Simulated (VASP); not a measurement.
Set up this calculation in VASP 6.6.1, as the native input.

| Item | Value |
| --- | --- |
| Task | single point |
| Functional | PBE |
| Potentials or basis | VASP PAW PBE potentials, release 64 (Al, N, Si, O) |
| Cutoff | 520 eV |
| k mesh | 1 × 1 × 1, shifted |
| Occupations | fermi-dirac, width 0.1379 eV |
| Spin | no spin polarisation |
| Dipole correction | no |
| Mended | yes |
| Further INCAR settings | LREAL = Auto; ALGO = Normal; EDIFF = 1e-06; NBANDS = 87; ISYM = -1 |

The structure of AlSi8NO16 lies in POSCAR:

```
AlSi8NO16
1.0
    7.6361610000     -0.1511100000     -0.0835260000
   -0.1511100000      7.3133010000     -0.0381800000
   -0.0835260000     -0.0381800000      6.8622450000
Al N Si O
1 1 8 16
Direct
    0.4253246581      0.6949420594      0.6743753036
    0.5450909614      0.4184802850      0.6798216684
    0.5920682946      0.6050583472      0.2939857472
    0.7693699811      0.3773031945      0.5820673603
    1.0281616941      0.6841969140      0.6603840102
    0.2315974249      0.6684084991      0.2605777327
    0.3877503388      0.9968254530      0.0303464873
    0.0704857460      0.0172930197      0.8552110337
    0.9173715207      0.0392488503      0.4669891405
    0.7840063642      0.0038533914      0.1400945373
    0.3997555218      0.5335871818      0.2429443044
    0.3016306892      0.8633195631      0.2000369479
    0.2235037046      0.6286939259      0.5758845545
    0.5799405697      0.1045964274      0.1301031379
    0.0908043613      0.0857521357      0.6363733066
    0.4683306436      0.8538077075      0.8612445582
    0.7501116009      0.4615572776      0.3600559406
    0.7020828119      0.7501437213      0.1502905618
    0.9061464120      0.5052426249      0.7371558358
    0.4480395191      0.2967807668      0.7571458085
    0.8717335493      0.0518715652      0.9462732492
    0.1136655163      0.7838768010      0.8626243222
    0.1996242651      0.1081274412     -0.0111236014
    0.5930202345      0.7381618952      0.5010696396
    0.7739727980      0.1588731448      0.6269014919
    0.9580081583      0.8166185093      0.4813867887
```

One way to write it, as run:

INCAR

```
SYSTEM = AlSi8NO16
PREC = Accurate
ENCUT = 520
EDIFF = 1E-6
ISMEAR = -1
SIGMA = 0.1379
LREAL = Auto
LASPH = .TRUE.
NELM = 120
ALGO = Normal
ISIF = 2
LWAVE = .FALSE.
LCHARG = .TRUE.
GGA = PE
LELF = .TRUE.
LVHAR = .TRUE.
NBANDS = 87
ISYM = -1
GGA_COMPAT = .FALSE.
```

KPOINTS

```
explicit points
1
Reciprocal
  0.25000000   0.25000000   0.25000000 1
```

Potentials or basis: VASP PAW PBE potentials, release 64 (Al, N, Si, O).

Launch:

```sh
$ cat potpaw_PBE.64/Al/POTCAR potpaw_PBE.64/N/POTCAR potpaw_PBE.64/Si/POTCAR potpaw_PBE.64/O/POTCAR > POTCAR
$ mpirun -np 1 vasp_std > vasp.out
```

Results of the run:

* Pressure: -0.7 GPa
* Largest force: 8.931 eV/Å

Caveat: the atoms stand as in a frame of molecular dynamics.

It took 2.1 min on 1 thread of Intel Xeon 8259CL, with other jobs on the host, peak memory 0.42 GiB.
